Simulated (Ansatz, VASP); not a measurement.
# Two plane-wave programs on InB2As3

```
CELL_PARAMETERS angstrom
4.78959 0.00000 0.00000
0.00000 4.78959 0.00000
0.00000 0.00000 5.69052
ATOMIC_POSITIONS crystal
In 0.00000 0.00000 0.50000
B 0.50000 0.50000 0.35391
B 0.50000 0.50000 0.64609
As 0.00000 0.00000 0.82567
As 0.00000 0.00000 0.17433
As 0.50000 0.50000 0.00000
```

Alike in both runs: task single point; functional PBE; k mesh 4 × 4 × 4; occupations gaussian, width 0.1 eV; no spin polarisation.

|  | VASP | Ansatz |
| --- | --- | --- |
| version | VASP 6.6.1 | Ansatz 0.2.0 |
| potentials or method | VASP PAW PBE potentials, release 64 (In_d, B, As), cutoff 520 eV | scalar-relativistic, plane waves, PAW |
| valence electrons in the cell | 34 | 64 |

|  | VASP | Ansatz | Ansatz less VASP |
| --- | --- | --- | --- |
| gap on the k mesh at the Fermi level (eV) | none | none | - |
| rms of the force components (eV/Å) | 5.361 | 5.469 | +0.1081 |

Atom by atom the forces differ by 0.110 eV/Å (rms over components). A gap of «none» marks a metal or a gap that the smearing closes. The functional is the same, so the differences come from potentials, cutoffs and numerics. VASP's potentials hold 34 valence electrons a cell and Ansatz's 64, so a difference there can come from the potentials and not from the codes.
